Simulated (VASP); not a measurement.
# W (I4/mmm) in VASP: further runs, part 2 of 2

VASP 6.6.1. Earlier steps stand in the parts before.

### Step 5. Single point, PBEsol

This run uses another cell than the first one, of the same volume but with other edges.

Input file INCAR:

```
PREC     = Accurate       # precision mode
ENCUT    = 520            # plane-wave cutoff, eV
EDIFF    = 1E-6           # SCF threshold, eV
ISMEAR   = 0              # smearing method
SIGMA    = 0.15           # smearing width, eV
LREAL    = False          # projectors in reciprocal space
LASPH    = True           # aspherical terms in the spheres
NELM     = 80             # most SCF steps
ALGO     = Fast           # electronic algorithm
ISIF     = 2              # what is computed and relaxed
LWAVE    = False          # write WAVECAR
LCHARG   = True           # write CHGCAR
GGA      = PS             # functional
LELF     = True           # ELF
LVHAR    = True         
NBANDS   = 13             # bands
```

Input file KPOINTS:

```
Automatic mesh
0
Gamma
  22 22 22
```

Input file POSCAR:

```
W
1.0
    0.0000000000      2.3434638167      1.5232514809
    2.3434638167      0.0000000000      1.5232514809
    2.3434638167      2.3434638167      0.0000000000
W
1
Direct
    0.0000000000      0.0000000000      0.0000000000
```

Potentials or basis: VASP PAW PBE potentials, release 64 (W_sv).

Run with:

```bash
cat potpaw_PBE.64/W_sv/POTCAR > POTCAR
mpirun -np 1 vasp_std > vasp.out
```

OUTCAR:

```text
PREC = Accurate
   ENCUT = 520
   EDIFF = 1E-6
   ISMEAR = 0
   LREAL = False
   LASPH = True
   NELM = 80
   ISIF = 2
   GGA = PS

 ion  position               nearest neighbor table
   1  0.000  0.000  0.000-

  LATTYP: Found a body centered tetragonal cell.
 ALAT       =     3.3141583125
 C/A-ratio  =     0.9192388156

  Lattice vectors:

 A1 = (   0.0000000000,  -2.3434638167,  -1.5232514809)
 A2 = (   0.0000000000,   2.3434638167,  -1.5232514809)
 A3 = (   2.3434638167,   0.0000000000,   1.5232514809)

[... 556 lines left out ...]
      6       7.0121      2.00000
      7      10.6362      0.17083
      8      12.4249      0.00000
      9      14.1600      0.00000
     10      15.9210      0.00000
     11      21.1490      0.00000
     12      22.5028      0.00000
     13      26.1746      0.00000

 [... further k-points ...]
[... 5 lines left out ...]
  --------------------------------------------------------------------------------------
  -------------------------------------------------------------------------------------
  Total       -2.5857199     -2.5857199     -0.0439010      0.0000000      0.0000000     -0.0000000
  in kB     -247.6132869   -247.6132869     -4.2040386      0.0000000      0.0000000     -0.0000000
  external PRESSURE =    -166.4768708 kB  Pullay stress =       0.0000000 kB

 VOLUME and BASIS-vectors are now :
 -----------------------------------------------------------------------------
  energy-cutoff  :      520.00
  volume of cell :       16.73
      direct lattice vectors                 reciprocal lattice vectors
     0.000000000  2.343463817  1.523251481    -0.213359386  0.213359386  0.328245209
     2.343463817  0.000000000  1.523251481     0.213359386 -0.213359386  0.328245209
     2.343463817  2.343463817  0.000000000     0.213359386  0.213359386 -0.328245209

 POSITION                                       TOTAL-FORCE (eV/Angst)
 -----------------------------------------------------------------------------------
      0.00000      0.00000      0.00000         0.000000      0.000000      0.000000
 -----------------------------------------------------------------------------------
    total drift:                               -0.000000     -0.000000     -0.000000

  FREE ENERGIE OF THE ION-ELECTRON SYSTEM (eV)
  ---------------------------------------------------
  free  energy   TOTEN  =       -13.6769063062 eV

  energy  without entropy=      -13.6710266372  energy(sigma->0) =      -13.67396647
```

OSZICAR:

```text
N       E                     dE             d eps       ncg     rms          rms(c)
DAV:   1     0.842852599620E+02    0.84285E+02   -0.75098E+03 21793   0.122E+03
DAV:   2    -0.127597551855E+02   -0.97045E+02   -0.93220E+02 24374   0.315E+02
DAV:   3    -0.144122144887E+02   -0.16525E+01   -0.16467E+01 23739   0.400E+01
DAV:   4    -0.144191781282E+02   -0.69636E-02   -0.69635E-02 23949   0.288E+00
DAV:   5    -0.144192407442E+02   -0.62616E-04   -0.62615E-04 24164   0.257E-01    0.196E+01
RMM:   6    -0.138270045080E+02    0.59224E+00   -0.48794E-01 23662   0.631E+00    0.774E+00
RMM:   7    -0.136810478713E+02    0.14596E+00   -0.32899E-01 23822   0.513E+00    0.980E-01
RMM:   8    -0.136771984884E+02    0.38494E-02   -0.12493E-02 26902   0.121E+00    0.263E-01
RMM:   9    -0.136769140929E+02    0.28440E-03   -0.19493E-03 26263   0.516E-01    0.252E-02
RMM:  10    -0.136769123811E+02    0.17118E-05   -0.29109E-04 27329   0.203E-01    0.101E-02
RMM:  11    -0.136769052709E+02    0.71102E-05   -0.36517E-05 27616   0.737E-02    0.183E-03
RMM:  12    -0.136769063513E+02   -0.10803E-05   -0.78051E-06 25166   0.355E-02    0.137E-03
RMM:  13    -0.136769063062E+02    0.45045E-07   -0.10762E-06 18193   0.133E-02
   1 F= -.13676906E+02 E0= -.13673966E+02  d E =-.587967E-02
```

stdout:

```text
POSCAR found type information on POSCAR W
 POSCAR found :  1 types and       1 ions
 scaLAPACK will be used
 -----------------------------------------------------------------------------
|                                                                             |
|                                                                             |
|     You enforced a specific xc type in the INCAR file but a different       |
|     I HOPE YOU KNOW WHAT YOU ARE DOING!                                     |
|                                                                             |
 -----------------------------------------------------------------------------

 LDA part: xc-table for (Slater+PW92), standard interpolation
 POSCAR, INCAR and KPOINTS ok, starting setup
 FFT: planning ... GRIDC
 FFT: planning ... GRID_SOFT
 FFT: planning ... GRID
 WAVECAR not read
 entering main loop
WARNING in EDDRMM: call to ZHEGV failed, returncode =   6  3     11
WARNING in EDDRMM: call to ZHEGV failed, returncode =   8  4     13
WARNING in EDDRMM: call to ZHEGV failed, returncode =   8  4     13
```

It took 1.8 min on 1 thread of AMD EPYC 9R45 (Zen 5), shared host; peak memory 0.26 GiB.

What came out:

* Free energy: -13.6769 eV
* Pressure: -16.6 GPa
* Band gap on the k mesh: zero (band 7 reaches 15.22 eV, above the bottom of band 8 at 9.41 eV)

Stress tensor (GPa, compression positive):
```
-24.76   0.00   0.00
  0.00 -24.76   0.00
  0.00   0.00  -0.42
```

Caveat: the PAW data sets were made with another functional, which shifts forces and pressure a little; spin-orbit coupling is left out, which moves the levels of the heavy elements.

### Step 6. Single point, PBEsol

This run uses another cell than the first one, of the same volume but with other edges.

Input file INCAR:

```
ALGO     = Fast           # electronic algorithm
EDIFF    = 1E-6           # SCF threshold, eV
ENCUT    = 520            # plane-wave cutoff, eV
GGA      = PS             # functional
ISIF     = 2              # what is computed and relaxed
ISMEAR   = 0              # smearing method
LASPH    = T              # aspherical terms in the spheres
LCHARG   = T              # write CHGCAR
LELF     = T              # ELF
LREAL    = F              # projectors in reciprocal space
LVHAR    = T            
LWAVE    = F              # write WAVECAR
NBANDS   = 13             # bands
NELM     = 60             # most SCF steps
PREC     = Accurate       # precision mode
SIGMA    = 0.15           # smearing width, eV
```

Input file KPOINTS:

```
k-points
0
Gamma
  22 22 22
```

Input file POSCAR:

```
W
1.0
    0.0000000000      1.7733683434      2.6600525151
    1.7733683434      0.0000000000      2.6600525151
    1.7733683434      1.7733683434      0.0000000000
W
1
Direct
    0.0000000000      0.0000000000      0.0000000000
```

Potentials or basis: VASP PAW PBE potentials, release 64 (W_sv).

Run with:

```bash
cat potpaw_PBE.64/W_sv/POTCAR > POTCAR
mpirun -np 1 vasp_std > vasp.out
```

It took 80 s on 1 thread of AMD EPYC 9R45 (Zen 5), shared host; peak memory 0.25 GiB.

It converged, with:

- Free energy: -12.8770 eV
- Pressure: 3.7 GPa
- Band gap on the k mesh: zero (band 7 reaches 11.93 eV, above the bottom of band 8 at 9.86 eV)

Stress tensor (GPa, compression positive):
```
 27.98   0.00   0.00
  0.00  27.98   0.00
  0.00   0.00 -44.88
```

Levels at points of the mesh, in eV from the Fermi level:
| k point | band 5 | band 6 | band 7 | band 8 | band 9 | band 10 |
| --- | --- | --- | --- | --- | --- | --- |
| (0.00, 0.00, 0.00) | -9.30 | -4.27 | -2.84 | 1.85 | 1.85 | 5.68 |
| (0.50, 0.00, 0.00) | -5.79 | -3.52 | 0.60 | 1.19 | 3.22 | 4.11 |
| (0.50, 0.50, 0.00) | -6.59 | -5.07 | -1.53 | 4.54 | 4.54 | 6.00 |
| (0.50, 0.00, 0.50) | -6.32 | -4.18 | 0.80 | 2.38 | 5.51 | 8.31 |

Caveat: the PAW data sets were made with another functional, which shifts forces and pressure a little; spin-orbit coupling is left out, which moves the levels of the heavy elements.

### Step 7. Overview

| cell | gap on the mesh (eV) | pressure (GPa) |
| --- | --- | --- |
| a = 3.051, b = 3.051, c = 2.630 Å, angles 64.5, 64.5, 51.1°, 1 atom | none | -9.0 |
| a = 2.836, b = 2.836, c = 2.952 Å, angles 58.6, 58.6, 62.7°, 1 atom | none | -12.6 |
| a = 2.923, b = 2.923, c = 2.781 Å, angles 61.6, 61.6, 56.8°, 1 atom | none | -12.3 |
| a = 2.795, b = 2.795, c = 3.314 Å, angles 53.6, 53.6, 72.7°, 1 atom | none | -16.6 |
| a = 3.197, b = 3.197, c = 2.508 Å, angles 66.9, 66.9, 46.2°, 1 atom | none | 3.7 |

Alike in all rows: task single point; level PBEsol; potentials or basis VASP PAW PBE potentials, release 64 (W_sv); no spin polarisation; k mesh 22 × 22 × 22; cutoff (eV) 520; smearing gaussian 0.15 eV.

Caveats: the PAW data sets were made with another functional, which shifts forces and pressure a little; spin-orbit coupling is left out, which moves the levels of the heavy elements.

Absolute energies hang on the potentials; compare differences alone.
